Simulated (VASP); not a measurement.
# AlN (P6_3mc) in VASP: further runs, part 2 of 2

VASP 6.6.1. Earlier steps stand in the parts before.

## Step 4: Relaxation of the atoms, LDA

This run uses another cell than the first one, of 9.80 Å³/atom, 0.824 times its volume.

File INCAR:

```
SYSTEM = AlN
PREC = Accurate
ENCUT = 520
EDIFF = 1E-7
ISMEAR = 0
SIGMA = 0.05
LREAL = .FALSE.
LASPH = .TRUE.
NELM = 80
ALGO = Normal
ISIF = 2
LWAVE = .FALSE.
LCHARG = .FALSE.
IBRION = 2
NSW = 50
EDIFFG = -0.01
```

File KPOINTS:

```
Automatic mesh
0
G
  9 9 6
  0 0 0
```

File POSCAR:

```
AlN
1.0
    3.0886152983      0.0000000000      0.0000000000
   -1.5443076491      2.6748193108      0.0000000000
    0.0000000000      0.0000000000      4.7458000000
Al N
2 2
Direct
    0.3333333333      0.6666666667      0.0015210172
    0.6666666667      0.3333333333      0.5015210172
    0.3333333333      0.6666666667      0.3834789828
    0.6666666667      0.3333333333      0.8834789828
```

Potentials or basis: VASP PAW LDA potentials, release 64 (Al, N).

On the command line:

```bash
cat potpaw_LDA.64/Al/POTCAR potpaw_LDA.64/N/POTCAR > POTCAR
mpirun -np 1 vasp_std > vasp.out
```

OUTCAR:

```text
SYSTEM = AlN
   PREC = Accurate
   ENCUT = 520
   EDIFF = 1E-7
   ISMEAR = 0
   LREAL = .FALSE.
   LASPH = .TRUE.
   NELM = 80
   ISIF = 2
   IBRION = 2
   NSW = 50
   EDIFFG = -0.01

 ion  position               nearest neighbor table
   1  0.333  0.667  0.002-   3 1.81   4 1.87   4 1.87   4 1.87   2 2.97   2 2.97   2 2.97   2 2.97
                             2 2.97   2 2.97
   2  0.667  0.333  0.502-   4 1.81   3 1.87   3 1.87   3 1.87   1 2.97   1 2.97   1 2.97   1 2.97
                             1 2.97   1 2.97
   3  0.333  0.667  0.383-   1 1.81   2 1.87   2 1.87   2 1.87
   4  0.667  0.333  0.883-   2 1.81   1 1.87   1 1.87   1 1.87

  LATTYP: Found a hexagonal cell.
 ALAT       =     3.0886152983
 C/A-ratio  =     1.5365461677

  Lattice vectors:

 A1 = (   3.0886152983,   0.0000000000,   0.0000000000)
 A2 = (  -1.5443076491,   2.6748193108,   0.0000000000)
 A3 = (   0.0000000000,   0.0000000000,   4.7458000000)

Analysis of symmetry for initial positions (statically):
=====================================================================
 Subroutine PRICEL returns:
 Original cell was already a primitive cell.

 Routine SETGRP: Setting up the symmetry group for a
 hexagonal supercell.

 Subroutine GETGRP returns: Found 12 space group operations
 (whereof  6 operations were pure point group operations)
 out of a pool of 24 trial point group operations.

The static configuration has the point symmetry C_3v.
 The point group associated with its full space group is C_6v.

Analysis of symmetry for dynamics (positions and initial velocities):
=====================================================================
 Subroutine PRICEL returns:
 Original cell was already a primitive cell.

 Routine SETGRP: Setting up the symmetry group for a
 hexagonal supercell.

 Subroutine GETGRP returns: Found 12 space group operations
 (whereof  6 operations were pure point group operations)
 out of a pool of 24 trial point group operations.

The dynamic configuration has the point symmetry C_3v.
 The point group associated with its full space group is C_6v.

 Subroutine INISYM returns: Found 12 space group operations
 (whereof  6 operations are pure point group operations),
 and found     1 'primitive' translations

----------------------------------------------------------------------------------------

                                     Primitive cell

  volume of cell :      39.2074

  direct lattice vectors                    reciprocal lattice vectors
     3.088615298  0.000000000  0.000000000     0.323769684  0.186928514  0.000000000
    -1.544307649  2.674819311  0.000000000     0.000000000  0.373857029  0.000000000
     0.000000000  0.000000000  4.745800000     0.000000000  0.000000000  0.210712630

  length of vectors
     3.088615298  3.088615298  4.745800000     0.373857029  0.373857029  0.210712630

  position of ions in fractional coordinates (direct lattice)
     0.333333333  0.666666667  0.001521017
     0.666666667  0.333333333  0.501521017
     0.333333333  0.666666667  0.383478983
     0.666666667  0.333333333  0.883478983

  ion indices of the primitive-cell ions
   primitive index   ion index
                 1           1
[... 60 lines left out ...]
   dimension x,y,z NGX =    24 NGY =   24 NGZ =   36
   dimension x,y,z NGXF=    48 NGYF=   48 NGZF=   72
   ions per type =               2   2
   NGX,Y,Z   is equivalent  to a cutoff of  12.92, 12.92, 12.61 a.u.
   NGXF,Y,Z  is equivalent  to a cutoff of  25.84, 25.84, 25.22 a.u.
 SYSTEM =  AlN
   PREC   = accura    normal or accurate (medium, high low for compatibility)
   ISTART =      0    job   : 0-new  1-cont  2-samecut
   ICHARG =      2    charge: 1-file 2-atom 10-const
   ISPIN  =      1    spin polarized calculation?
   LNONCOLLINEAR =      F non collinear calculations
   LSORBIT =      F    spin-orbit coupling
   LASPH  =      T    aspherical Exc in radial PAW
   ENCUT  =  520.0 eV  38.22 Ry    6.18 a.u.   5.74  5.74  8.82*2*pi/ulx,y,z
   NELM   =     80;   NELMIN=  2; NELMDL= -5     # of ELM steps
   EDIFF  = 0.1E-06   stopping-criterion for ELM
   LREAL  =      F    real-space projection
   EDIFFG = -.1E-01   stopping-criterion for IOM
   NSW    =     50    number of steps for IOM
   IBRION =      2    ionic relax: 0-MD 1-quasi-New 2-CG
   NFREE  =      1    steps in history (QN), initial steepest desc. (CG)
   ISIF   =      2    stress and relaxation
   ISYM   =      2    0-nonsym 1-usesym 2-fastsym
   POTIM  = 0.5000    time-step for ionic-motion
   TEBEG  =    0.0;   TEEND  =   0.0 temperature during run
   PSTRESS=    0.0 pullay stress
   NELECT =      16.0000    total number of electrons
   NUPDOWN=      -1.0000    fix difference up-down
   EMIN   =  10.00;   EMAX   =-10.00  energy-range for DOS
   EFERMI =   0.00;   METHOD = LEGACY
   ISMEAR =     0;   SIGMA  =   0.05  broadening in eV -4-tet -1-fermi 0-gaus
   EFERMI_NEDOS =   21; number of points for ismear=-14 and -15
   IALGO  =     38    algorithm
   IMIX   =      4    mixing-type and parameters
     AMIX     =   0.40;   BMIX     =  1.00
     AMIX_MAG =   1.60;   BMIX_MAG =  1.00
  volume/ion in A,a.u.               =       9.80        66.15
  Fermi-wavevector in a.u.,A,eV,Ry     =   1.214299  2.294692 20.062086  1.474522
  Thomas-Fermi vector in A             =   2.349723
   LORBIT       =      0    0 simple, 1 ext, 2 COOP (PROOUT), +10 PAW based schemes
   GGA     = CA    functional components
   LHFCALC =     F    Hartree Fock is set to
   AEXX    =    0.0000 exact exchange contribution
   IVDW    =     0    specifies the selected vdW correction
   LEPSILON=     F    determine dielectric tensor
   LRPA    =     F    only Hartree local field effects (RPA)
 conjugate gradient relaxation of ions
 non-spin polarized calculation
 Gauss-broadening in eV      SIGMA  =   0.05
  energy-cutoff  :      520.00
  volume of cell :       39.21
 maximum number of plane-waves:      1085
 NGX is ok and might be reduce to    24
   NGX = 11   NGY = 11   NGZ = 17

--------------------------------------- Ionic step        1  -------------------------------------------

 number of electron      16.0000000 magnetization

 Free energy of the ion-electron system (eV)
  ---------------------------------------------------
  ext. energy  EPLUGINS =         0.00000000
  ---------------------------------------------------
  free energy    TOTEN  =       -32.72578689 eV

  energy without entropy =      -32.72578689  energy(sigma->0) =      -32.72578689

------------------------ aborting loop because EDIFF is reached ----------------------------------------

  FORCE on cell =-STRESS in cart. coord.  units (eV):
  Direction    XX          YY          ZZ          XY          YZ          ZX
  --------------------------------------------------------------------------------------
  -------------------------------------------------------------------------------------
  Total        0.9230000      0.9230000      5.6117640      0.0000000      0.0000000      0.0000000
  in kB       37.7176451     37.7176451    229.3201829      0.0000000      0.0000000      0.0000000
  external PRESSURE =     101.5851577 kB  Pullay stress =       0.0000000 kB
[... 63 lines left out ...]
--------------------------------------- Ionic step        3  -------------------------------------------

 number of electron      15.9999999 magnetization

 Free energy of the ion-electron system (eV)
  ---------------------------------------------------
  ext. energy  EPLUGINS =         0.00000000
  ---------------------------------------------------
  free energy    TOTEN  =       -32.75936632 eV

  energy without entropy =      -32.75936632  energy(sigma->0) =      -32.75936632

 E-fermi :   7.0236     XC(G=0): -11.5236

 val. band max:        6.8202593318   @ k =   0.0000   0.0000   0.0000
 cond. band min:      11.3342990583   @ k =   0.0000   0.0000   0.0000
 fundamental gap:      4.5140397265
 Fermi energy:         7.0235565460

 k-point     1 :       0.0000    0.0000    0.0000
  band No.  band energies     occupation
      1      -8.9072      2.00000
      2      -6.2828      2.00000
      3       0.3389      2.00000
      4       5.3912      2.00000
      5       5.3912      2.00000
      6       6.1907      2.00000
      7       6.1907      2.00000
      8       6.8203      2.00000
      9      11.3343      0.00000
     10      13.2631      0.00000
     11      17.5165      0.00000
     12      17.5165      0.00000
[... 331 lines left out ...]
 k-point    24 :       0.3333    0.3333    0.1667
  band No.  band energies     occupation
      1      -6.1131      2.00000
      2      -6.1131      2.00000
      3       1.4104      2.00000
      4       2.1530      2.00000
      5       2.1530      2.00000
      6       3.7529      2.00000
      7       4.6739      2.00000
      8       4.6739      2.00000
      9      12.1641      0.00000
     10      14.8673      0.00000
     11      15.9755      0.00000
     12      15.9755      0.00000

 [... further k-points ...]
[... 5 lines left out ...]
  --------------------------------------------------------------------------------------
  -------------------------------------------------------------------------------------
  Total        1.5567121      1.5567121      3.6625457      0.0000000      0.0000000      0.0000000
  in kB       63.6137782     63.6137782    149.6669571      0.0000000      0.0000000      0.0000000
  external PRESSURE =      92.2981711 kB  Pullay stress =       0.0000000 kB
[... 19 lines left out ...]
  FREE ENERGIE OF THE ION-ELECTRON SYSTEM (eV)
  ---------------------------------------------------
  free  energy   TOTEN  =       -32.7593663217 eV

  energy  without entropy=      -32.7593663217  energy(sigma->0) =      -32.75936632

 reached required accuracy - stopping structural energy minimisation
```

CONTCAR:

```text
AlN
   1.00000000000000
     3.0886152983000001    0.0000000000000000    0.0000000000000000
    -1.5443076491000001    2.6748193107999998    0.0000000000000000
     0.0000000000000000    0.0000000000000000    4.7458000000000000
  Al              N
     2     2
Direct
     0.3333333332999970    0.6666666667000030    0.9966037233762809
     0.6666666667000030    0.3333333332999970    0.4966037233762809
     0.3333333332999970    0.6666666667000030    0.3883962766237171
     0.6666666667000030    0.3333333332999970    0.8883962766237171

  0.00000000E+00  0.00000000E+00  0.00000000E+00
  0.00000000E+00  0.00000000E+00  0.00000000E+00
  0.00000000E+00  0.00000000E+00  0.00000000E+00
  0.00000000E+00  0.00000000E+00  0.00000000E+00
```

Wall time 25 s (1 thread of Intel Xeon Platinum 8488C (Sapphire Rapids), shared host); peak memory 0.14 GiB.

What came out:

```yaml
Free_energy: -32.7594 eV
Energy_gained_by_relaxing: 8.4 meV/atom
Ionic_steps: 3
Pressure_after_relaxing: 9.2 GPa
Band_gap_on_the_k_mesh: 4.51 eV, direct
```

The path:
| step | energy change (eV) | largest force (eV/Å) | pressure (GPa) |
| --- | --- | --- | --- |
| 1 | 0.0000 | 0.7542 | 10.16 |
| 2 | -0.0247 | 0.3330 | 8.96 |
| 3 | -0.0336 | 0.0009 | 9.23 |

Final structure:
```
CELL_PARAMETERS angstrom
3.08862 0.00000 0.00000
-1.54431 2.67482 0.00000
0.00000 0.00000 4.74580
ATOMIC_POSITIONS crystal
Al 0.33333 0.66667 0.99660
Al 0.66667 0.33333 0.49660
N 0.33333 0.66667 0.38840
N 0.66667 0.33333 0.88840
```

Levels at points of the mesh, in eV from the valence-band top:
```
           k point  band 5  band 6  band 7  band 8  band 9  band 10  band 11  band 12
(0.00, 0.00, 0.00)   -1.43   -0.63   -0.63    0.00    4.51     6.44    10.70    10.70
(0.00, 0.00, 0.50)   -1.04   -1.04   -1.04   -1.04    6.57     6.57    10.55    10.55
```

## Step 5: Summary

```tsv
cell	gap on the mesh (eV)	pressure (GPa)
atoms relaxed from a = 3.150, b = 3.150, c = 5.537 Å, angles 90.0, 90.0, 120.0°, 4 atoms	2.91	-22.0
atoms relaxed from a = 3.150, b = 3.150, c = 4.548 Å, angles 90.0, 90.0, 120.0°, 4 atoms	4.06	7.2
atoms relaxed from a = 3.089, b = 3.089, c = 4.746 Å, angles 90.0, 90.0, 120.0°, 4 atoms	4.51	9.2
```

Alike in all rows: task relaxation of the atoms; level LDA; potentials or basis VASP PAW LDA potentials, release 64 (Al, N); no spin polarisation; k mesh 9 × 9 × 6; cutoff (eV) 520; smearing gaussian 0.05 eV.

Total energies depend on the potentials used, so only differences within one code and one set of settings carry meaning.
